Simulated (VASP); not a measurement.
## Rh: single point with PBE

Crystal: Rh.

```xyz
2
Lattice="2.8339 0.0000 0.0000 -1.4169 2.4542 0.0000 0.0000 0.0000 4.4553" Properties=species:S:1:pos:R:3 pbc="T T T"
Rh    1.4170    0.8181    3.3415
Rh    0.0000    1.6362    1.1138
```

This isn't the form of Rh at room conditions, which is fcc.

```json
{"Program": "VASP 6.6.1", "Task": "single point", "Functional": "PBE", "Potentials or basis": "VASP PAW PBE potentials, release 64 (Rh_pv)", "Cutoff": "520 eV", "k mesh": "18 × 18 × 10", "Occupations": "gaussian, width 0.15 eV", "Spin": "no spin polarisation", "Dipole correction": "no", "Further INCAR settings": "ALGO = Fast; EDIFF = 1e-06; NBANDS = 22"}
```

```json
{
  "Pressure": "-18.4 GPa",
  "Band gap on the k mesh": "zero (bands 15 and 16 overlap by 1.94 eV)"
}
```

Stress tensor (GPa, compression positive):
```
-19.49   0.00   0.00
  0.00 -19.49   0.00
  0.00   0.00 -16.09
```

Levels at points of the mesh, in eV from the Fermi level:
```csv
k point,band 11,band 12,band 13,band 14,band 15,band 16,band 17,band 18,band 19,band 20
"(0.00, 0.00, 0.00)",-2.40,-2.05,-2.05,-1.76,-1.76,0.10,0.10,1.14,7.91,15.64
"(0.50, 0.00, 0.00)",-2.15,-1.87,-1.77,0.22,0.51,0.57,2.62,4.45,9.61,10.14
"(0.00, 0.00, 0.50)",-2.67,-2.67,-2.61,-2.61,-0.37,-0.37,-0.37,-0.37,14.56,14.56
"(0.50, 0.00, 0.50)",-1.47,-1.47,-0.24,-0.24,0.40,0.40,2.50,2.50,8.17,8.17
```

It took 100 s on 1 thread of Intel(R) Xeon(R) Platinum 8488C (Sapphire Rapids), with other jobs on the host, peak memory 0.24 GiB.

Caveat: the cell stands under tension.
